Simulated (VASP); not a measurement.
# Se (P3_121) in VASP: a series of runs

The runs below take Se through single point, relaxation of cell and atoms, with PBEsol, LAK, revPBE, BLYP.

Program: VASP 6.6.1. These are calculated values, not measurements. Logs are shortened: lines on timing, memory, paths and dates and some standing lists are left out, and cuts for length are marked.

## Step 1: The cell of the first run

It takes space group P3_121 (No. 152, trigonal). The conventional cell has a = 4.366 Å, b = 4.366 Å, c = 4.954 Å, α = 90.00°, β = 90.00°, γ = 120.00°. Se (site symmetry 2) has 2 Se at 2.37 Å within 3.1 Å.

## Step 2: Single point, PBEsol, non-collinear spin, zero start, spin-orbit coupling

Input file INCAR:

```
PREC = Accurate
ENCUT = 520
EDIFF = 1E-6
ISMEAR = -1
SIGMA = 0.05
LREAL = False
LASPH = True
NELM = 150
ALGO = Normal
ISIF = 2
LWAVE = False
LCHARG = False
MAGMOM = 0 0 0 0 0 0 0 0 0
LORBIT = 11
LSORBIT = True
GGA_COMPAT = False
LORBMOM = True
GGA = PS
NBANDS = 31
```

Input file KPOINTS:

```
Automatic mesh
0
Gamma
  5 5 4
```

Input file POSCAR:

```
Se
1.0
    4.3662000000      0.0000000000      0.0000000000
   -2.1831000000      3.7812401180      0.0000000000
    0.0000000000      0.0000000000      4.9536000000
Se
3
Direct
    0.7746000000      0.7746000000      0.0000000000
    0.0000000000      0.2254000000      0.6666666667
    0.2254000000      0.0000000000      0.3333333333
```

Potentials or basis: VASP PAW PBE potentials, release 64 (Se).

Started as:

```bash
$ cat potpaw_PBE.64/Se/POTCAR > POTCAR
$ mpirun -np 1 vasp_ncl > vasp.out
```

OUTCAR:

```text
PREC = Accurate
   ENCUT = 520
   EDIFF = 1E-6
   ISMEAR = -1
   LREAL = False
   LASPH = True
   NELM = 150
   ISIF = 2
   LORBIT = 11
   LSORBIT = True
   GGA = PS

 ion  position               nearest neighbor table
   1  0.775  0.775  0.000-   2 2.37   3 2.37
   2  0.000  0.225  0.667-   1 2.37   3 2.37
   3  0.225  0.000  0.333-   1 2.37   2 2.37

  LATTYP: Found a hexagonal cell.
 ALAT       =     4.3662000000
 C/A-ratio  =     1.1345334616

  Lattice vectors:

 A1 = (   4.3662000000,   0.0000000000,   0.0000000000)
 A2 = (  -2.1831000000,   3.7812401180,   0.0000000000)
 A3 = (   0.0000000000,   0.0000000000,   4.9536000000)

Analysis of symmetry for initial positions (statically):
=====================================================================
 Subroutine PRICEL returns:
 Original cell was already a primitive cell.

 Routine SETGRP: Setting up the symmetry group for a
 hexagonal supercell.

 Subroutine GETGRP returns: Found  6 space group operations
 (whereof  2 operations were pure point group operations)
 out of a pool of 24 trial point group operations.

The static configuration has the point symmetry C_2 .
 The point group associated with its full space group is D_3 .

Analysis of symmetry for dynamics (positions and initial velocities):
=====================================================================
 Subroutine PRICEL returns:
 Original cell was already a primitive cell.

 Routine SETGRP: Setting up the symmetry group for a
 hexagonal supercell.

 Subroutine GETGRP returns: Found  6 space group operations
 (whereof  2 operations were pure point group operations)
 out of a pool of 24 trial point group operations.

The dynamic configuration has the point symmetry C_2 .
 The point group associated with its full space group is D_3 .

Analysis of structural, dynamic, and magnetic symmetry:
=====================================================================
 Subroutine PRICEL returns:
 Original cell was already a primitive cell.

 Routine SETGRP: Setting up the symmetry group for a
 hexagonal supercell.

 Subroutine GETGRP returns: Found  6 space group operations
 (whereof  2 operations were pure point group operations)
 out of a pool of 24 trial point group operations.

The overall configuration has the point symmetry C_2 .
 The point group associated with its full space group is D_3 .

 Subroutine INISYM returns: Found  6 space group operations
 (whereof  2 operations are pure point group operations),
[... 934 lines left out ...]
      1.69103      2.92895      0.00000        -0.175013     -0.303132      0.000000
     -0.49207      0.85229      3.30240        -0.175013      0.303132      0.000000
      0.98414      0.00000      1.65120         0.350026     -0.000000     -0.000000
 -----------------------------------------------------------------------------------
    total drift:                                0.000000      0.000000      0.000000

  FREE ENERGIE OF THE ION-ELECTRON SYSTEM (eV)
  ---------------------------------------------------
  free  energy   TOTEN  =       -11.5518381126 eV

  energy  without entropy=      -11.5518368479  energy(sigma->0) =      -11.55183748

 orbital moment (x)

 # of ion     p       d       tot
 ----------------------------------------
  1        -0.000   0.000  -0.000
  2        -0.000   0.000  -0.000
  3         0.000  -0.000   0.000
 ----------------------------------------
            0.000  -0.000   0.000

 orbital moment (y)

 # of ion     p       d       tot
 ----------------------------------------
  1        -0.000   0.000  -0.000
  2         0.000  -0.000   0.000
  3        -0.000   0.000  -0.000
 ----------------------------------------
           -0.000   0.000  -0.000

 orbital moment (z)

 # of ion     p       d       tot
 ----------------------------------------
  1         0.000  -0.000  -0.000
  2         0.000   0.000   0.000
  3         0.000  -0.000  -0.000
 ----------------------------------------
            0.000  -0.000  -0.000

 Spin-Orbit-Coupling matrix elements

 Ion:    1  E_soc:     -0.0452007
 l=   1
     0.0000000    -0.0072871    -0.0075925
    -0.0072871     0.0000000    -0.0077217
    -0.0075925    -0.0077217     0.0000000
 l=   2
     0.0000000     0.0000015     0.0000000     0.0000001     0.0000026
     0.0000015     0.0000000    -0.0000029    -0.0000008     0.0000016
     0.0000000    -0.0000029     0.0000000    -0.0000010     0.0000000
     0.0000001    -0.0000008    -0.0000010     0.0000000     0.0000001
     0.0000026     0.0000016     0.0000000     0.0000001     0.0000000
 l=   3
     0.0000000     0.0000000     0.0000000     0.0000000     0.0000000     0.0000000     0.0000000
     0.0000000     0.0000000     0.0000000     0.0000000     0.0000000     0.0000000     0.0000000
     0.0000000     0.0000000     0.0000000     0.0000000     0.0000000     0.0000000     0.0000000
     0.0000000     0.0000000     0.0000000     0.0000000     0.0000000     0.0000000     0.0000000
[... 29 lines left out ...]
 l=   2
     0.0000000    -0.0000006     0.0000000     0.0000023     0.0000026
    -0.0000006     0.0000000    -0.0000001    -0.0000008    -0.0000007
     0.0000000    -0.0000001     0.0000000    -0.0000039     0.0000000
     0.0000023    -0.0000008    -0.0000039     0.0000000     0.0000023
     0.0000026    -0.0000007     0.0000000     0.0000023     0.0000000
 l=   3
     0.0000000     0.0000000     0.0000000     0.0000000     0.0000000     0.0000000     0.0000000
     0.0000000     0.0000000     0.0000000     0.0000000     0.0000000     0.0000000     0.0000000
     0.0000000     0.0000000     0.0000000     0.0000000     0.0000000     0.0000000     0.0000000
     0.0000000     0.0000000     0.0000000     0.0000000     0.0000000     0.0000000     0.0000000
     0.0000000     0.0000000     0.0000000     0.0000000     0.0000000     0.0000000     0.0000000
     0.0000000     0.0000000     0.0000000     0.0000000     0.0000000     0.0000000     0.0000000
     0.0000000     0.0000000     0.0000000     0.0000000     0.0000000     0.0000000     0.0000000

 total charge

# of ion       s       p       d       tot
------------------------------------------
    1        1.514   2.171   0.058   3.744
    2        1.514   2.171   0.058   3.744
    3        1.514   2.171   0.058   3.744
--------------------------------------------------
tot          4.542   6.514   0.175  11.231

 magnetization (x)

# of ion       s       p       d       tot
------------------------------------------
    1        0.000   0.000  -0.000   0.000
    2        0.000   0.000  -0.000   0.000
    3       -0.000  -0.000   0.000  -0.000
--------------------------------------------------
tot          0.000   0.000   0.000   0.000

 magnetization (y)

# of ion       s       p       d       tot
------------------------------------------
    1        0.000   0.000  -0.000   0.000
    2       -0.000  -0.000   0.000  -0.000
    3       -0.000   0.000   0.000  -0.000
--------------------------------------------------
tot         -0.000   0.000   0.000   0.000

 magnetization (z)

# of ion       s       p       d       tot
------------------------------------------
    1        0.000   0.000   0.000   0.000
    2        0.000  -0.000   0.000  -0.000
    3       -0.000   0.000  -0.000  -0.000
--------------------------------------------------
tot         -0.000  -0.000   0.000  -0.000
```

OSZICAR:

```text
N       E                     dE             d eps       ncg     rms          rms(c)
DAV:   1     0.888018235849E+02    0.88802E+02   -0.71299E+03  1426   0.971E+02
DAV:   2    -0.413564320037E+01   -0.92937E+02   -0.88847E+02  1831   0.167E+02
DAV:   3    -0.115753186086E+02   -0.74397E+01   -0.73765E+01  1829   0.503E+01
DAV:   4    -0.116519341370E+02   -0.76616E-01   -0.76571E-01  1686   0.588E+00
DAV:   5    -0.116525078101E+02   -0.57367E-03   -0.57365E-03  1770   0.533E-01    0.706E+00
DAV:   6    -0.115805070878E+02    0.72001E-01   -0.35292E-02  1699   0.119E+00    0.435E+00
DAV:   7    -0.115521229828E+02    0.28384E-01   -0.67868E-02  1699   0.159E+00    0.858E-01
DAV:   8    -0.115521573108E+02   -0.34328E-04   -0.45787E-03  1678   0.408E-01    0.172E-01
DAV:   9    -0.115517708646E+02    0.38645E-03   -0.11455E-03  1734   0.208E-01    0.720E-02
DAV:  10    -0.115518323202E+02   -0.61456E-04   -0.23356E-04  1735   0.856E-02    0.176E-02
DAV:  11    -0.115518362649E+02   -0.39447E-05   -0.39734E-06  1805   0.136E-02    0.830E-03
DAV:  12    -0.115518378004E+02   -0.15354E-05   -0.12526E-06  1498   0.752E-03    0.310E-03
DAV:  13    -0.115518381126E+02   -0.31219E-06   -0.22748E-07  1182   0.333E-03
   1 F= -.11551838E+02 E0= -.11551837E+02  d E =-.126464E-05  mag=     0.0000     0.0000     0.0000
```

stdout:

```text
POSCAR found type information on POSCAR Se
 POSCAR found :  1 types and       3 ions
 scaLAPACK will be used
 -----------------------------------------------------------------------------
|                                                                             |
|                                                                             |
|     You enforced a specific xc type in the INCAR file but a different       |
|     I HOPE YOU KNOW WHAT YOU ARE DOING!                                     |
|                                                                             |
 -----------------------------------------------------------------------------

 LDA part: xc-table for (Slater+PW92), standard interpolation
 POSCAR, INCAR and KPOINTS ok, starting setup
 FFT: planning ... GRIDC
 FFT: planning ... GRID_SOFT
 FFT: planning ... GRID
 WAVECAR not read
 entering main loop
```

Run time: 86 s. Hardware: 1 thread of Intel Xeon Platinum 8259CL at 2.50GHz (Skylake/Cascade Lake), shared host; peak memory 0.39 GiB.

What came out:

* Free energy: -11.5518 eV
* Pressure: 0.4 GPa
* Largest force: 0.350 eV/Å
* Net moment: 0.00 μB per cell
* Valence electrons inside the program's atomic spheres: Se 3.74

Forces on the atoms (eV/Å):
```
Se  -0.175 -0.303  0.000
Se  -0.175  0.303  0.000
Se   0.350  0.000  0.000
```

Stress tensor (GPa, compression positive):
```
-0.09  0.00  0.00
 0.00 -0.09  0.00
 0.00  0.00  1.53
```

Moments on the atoms (μB; x, y, z):
```
Se  0.00 0.00 0.00
Se  0.00 0.00 0.00
Se  0.00 0.00 0.00
```

Caveat: the PAW data sets were made with another functional, which shifts forces and pressure a little.

[end of part 1 of 2]
